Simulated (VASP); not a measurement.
## NaZr4: relaxation of cell and atoms with PBE

Crystal: NaZr4.

```
CELL_PARAMETERS angstrom
5.00261 0.00000 0.00000
0.00000 5.00261 0.00000
0.00000 0.00000 5.00261
ATOMIC_POSITIONS crystal
Na 0.00000 0.00000 0.00000
Zr 0.50000 0.00000 0.00000
Zr 0.00000 0.50000 0.00000
Zr 0.00000 0.00000 0.50000
Zr 0.50000 0.50000 0.50000
```

The cell was built from a structure type or drawn by symmetry, and may not be a known phase.

- Program: VASP 6.6.1
- Task: relaxation of cell and atoms
- Functional: PBE
- Potentials or basis: VASP PAW PBE potentials, release 64 (Na_pv, Zr_sv)
- Cutoff: 600 eV
- k mesh: 8 × 8 × 8
- Occupations: gaussian, width 0.1 eV
- Spin: no spin polarisation
- Dipole correction: no
- Further INCAR settings: ALGO = Fast; EDIFF = 1e-06; IBRION = 2; EDIFFG = -0.01; NSW = 100; ISIF = 3

The pressure after relaxing is 0.0 GPa and the band gap on the k mesh is zero (an odd number of electrons rules out a gap without spin polarisation).

Final structure:
```yaml
crystal:
  lattice:
    - [5.00261, 0.00000, 0.00000]
    - [0.00000, 5.00261, 0.00000]
    - [0.00000, 0.00000, 5.00261]
  atoms:
    - { symbol: Na, position: [0.00000, 0.00000, 0.00000] }
    - { symbol: Zr, position: [0.50000, 0.00000, 0.00000] }
    - { symbol: Zr, position: [0.00000, 0.50000, 0.00000] }
    - { symbol: Zr, position: [0.00000, 0.00000, 0.50000] }
    - { symbol: Zr, position: [0.50000, 0.50000, 0.50000] }
```

Levels at points of the mesh, in eV from the Fermi level:
| k point | band 24 | band 25 | band 26 | band 27 | band 28 | band 29 | band 30 | band 31 |
| --- | --- | --- | --- | --- | --- | --- | --- | --- |
| (0.00, 0.00, 0.00) | -1.66 | -1.66 | -1.66 | 0.67 | 0.67 | 0.67 | 1.63 | 1.63 |
| (0.50, 0.00, 0.00) | -0.97 | -0.53 | -0.53 | -0.48 | -0.48 | -0.40 | 0.75 | 1.07 |
| (0.50, 0.50, 0.00) | -0.57 | -0.51 | -0.51 | -0.16 | 0.00 | 0.00 | 0.07 | 0.11 |
| (0.50, 0.50, 0.50) | 0.37 | 0.37 | 0.37 | 0.53 | 0.53 | 0.54 | 0.70 | 0.71 |

Run time: 8.5 min on 1 thread of Intel(R) Xeon(R) 6975P-C (Granite Rapids), on a shared host, peak memory 0.33 GiB.

Caveat: the relaxation stopped at its first step, so nothing moved.
